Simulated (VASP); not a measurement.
Hf, 8 atoms in the cell. Symmetry: Pm-3n, No. 223, cubic system. Conventional cell: a = 5.646 Å, b = 5.646 Å, c = 5.646 Å, α = 90.00°, β = 90.00°, γ = 90.00°. Hf (site symmetry m-3) has 12 Hf at 3.16 Å within 4.2 Å. Hf (site symmetry -4m2) has 14 Hf at 2.82 to 3.46 Å within 3.7 Å. 

- Program: VASP 6.6.1
- Task: single point
- Functional: PBE
- Potentials or basis: VASP PAW PBE potentials, release 64 (Hf_pv)
- Cutoff: 520 eV
- k mesh: 8 × 8 × 8
- Occupations: gaussian, width 0.1 eV
- Spin: no spin polarisation
- Dipole correction: no
- Further INCAR settings: ALGO = Normal; EDIFF = 1e-07; NBANDS = 50

Potentials or basis: VASP PAW PBE potentials, release 64 (Hf_pv).

Run with:

```sh
$ cat potpaw_PBE.64/Hf_pv/POTCAR > POTCAR
$ mpirun -np 1 vasp_std > vasp.out
```

Hardware: 1 thread of Intel(R) Xeon(R) 6975P-C (Granite Rapids), with other jobs on the host.

Estimate the wall time of this run.

Run time: 3.8 min on 1 thread of Intel(R) Xeon(R) 6975P-C (Granite Rapids), with other jobs on the host, peak memory 0.38 GiB. Counts: scf iterations 16, k points 35.
